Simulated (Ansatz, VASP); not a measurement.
# One calculation of HfC, two programs

```xyz
2
Lattice="0.0000 2.3141 2.3141 2.3141 0.0000 2.3141 2.3141 2.3141 0.0000" Properties=species:S:1:pos:R:3 pbc="T T T"
Hf    2.3141    2.3141    2.3141
C     0.0000    0.0000    0.0000
```

Alike in both runs: task single point; functional PBE; dispersion D4; k mesh 8 × 8 × 8; occupations gaussian, width 0.05 eV; no spin polarisation.

|  | VASP | Ansatz |
| --- | --- | --- |
| version | VASP 6.6.1 | Ansatz 0.2.0 |
| potentials or method | VASP PAW PBE potentials, release 64 (Hf_pv, C), cutoff 520 eV | scalar-relativistic, plane waves, PAW |
| valence electrons in the cell | 14 | 30 |

VASP gave:

- gap on the k mesh at the Fermi level (eV): none
- pressure (GPa): -0.6

Problem. Estimate Ansatz's values.

Solution. gap on the k mesh at the Fermi level (eV): none; pressure (GPa): 0.0.

A gap of «none» marks a metal or a gap that the smearing closes. VASP's potentials hold 14 valence electrons a cell and Ansatz's 30, so a difference there can come from the potentials and not from the codes.

Spin-orbit coupling is off throughout.
